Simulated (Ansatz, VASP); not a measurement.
**One calculation of Ta2W, two programs**

```xyz
3
Lattice="2.8753 0.0000 0.0000 -0.9584 2.7108 0.0000 0.0000 0.0000 20.6953" Properties=species:S:1:pos:R:3 pbc="T T T"
Ta    0.0000    0.0000    8.0794
Ta    0.0000    0.0000   12.6159
W     0.9584    1.3554   10.3476
```

Alike in both runs: task single point; functional PBE; k mesh 13 × 13 × 1; occupations fermi-dirac, width 0.1 eV; no spin polarisation.

```csv
,VASP,Ansatz
version,VASP 6.6.1,Ansatz 0.2.0
potentials or method,"VASP PAW PBE potentials, release 64 (Ta_pv, W_sv)","PAW with Ansatz's default frozen-core files, scalar-relativistic"
plane-wave cutoff (eV),400,420
valence electrons in the cell,36,40
```

|  | VASP | Ansatz | Ansatz less VASP |
| --- | --- | --- | --- |
| rms of the force components (eV/Å) | 0.295 | 0.299 | +0.0049 |

VASP's potentials hold 36 valence electrons a cell and Ansatz's 40, so a difference there can come from the potentials and not from the codes.

Spin-orbit coupling is off throughout.
